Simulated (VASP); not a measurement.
Wanted: the native input for a VASP 6.6.1 run.

| Property | Result |
| --- | --- |
| Task | single point |
| Functional | LDA |
| Potentials or basis | VASP PAW LDA potentials, release 64 (Mg, O) |
| Cutoff | 520 eV |
| k mesh | 6 × 6 × 6 |
| Occupations | gaussian, width 0.01 eV |
| Spin | no spin polarisation |
| Dipole correction | no |
| Further INCAR settings | ALGO = Normal; EDIFF = 1e-06; NBANDS = 11 |

The structure of MgO lies in POSCAR:

```
MgO
1.0
    0.0000000000      2.1021674163      2.1021674163
    2.1021674163      0.0000000000      2.1021674163
    2.1021674163      2.1021674163      0.0000000000
Mg O
1 1
Direct
    0.0000000000      0.0000000000      0.0000000000
    0.5000000000      0.5000000000      0.5000000000
```

The input as run:

INCAR

```
PREC = Accurate
ENCUT = 520
EDIFF = 1E-6
ISMEAR = 0
SIGMA = 0.01
LREAL = F
LASPH = T
NELM = 60
ALGO = Normal
ISIF = 2
LWAVE = F
LCHARG = F
NBANDS = 11
```

KPOINTS

```
regular mesh
0
Gamma
  6 6 6
```

Potentials or basis: VASP PAW LDA potentials, release 64 (Mg, O).

Launch:

```console
$ cat potpaw_LDA.64/Mg/POTCAR potpaw_LDA.64/O/POTCAR > POTCAR
$ mpirun -np 1 vasp_std > vasp.out
```

It gave:

```json
{"Pressure": "-6.9 GPa", "Band gap on the k mesh": "4.71 eV, direct"}
```

Caveat: the k points lie up to 0.43 Å⁻¹ apart.

Run time: 1.7 s on 1 thread of Intel(R) Xeon(R) 6975P-C (Granite Rapids), with other jobs on the host, peak memory 0.12 GiB.
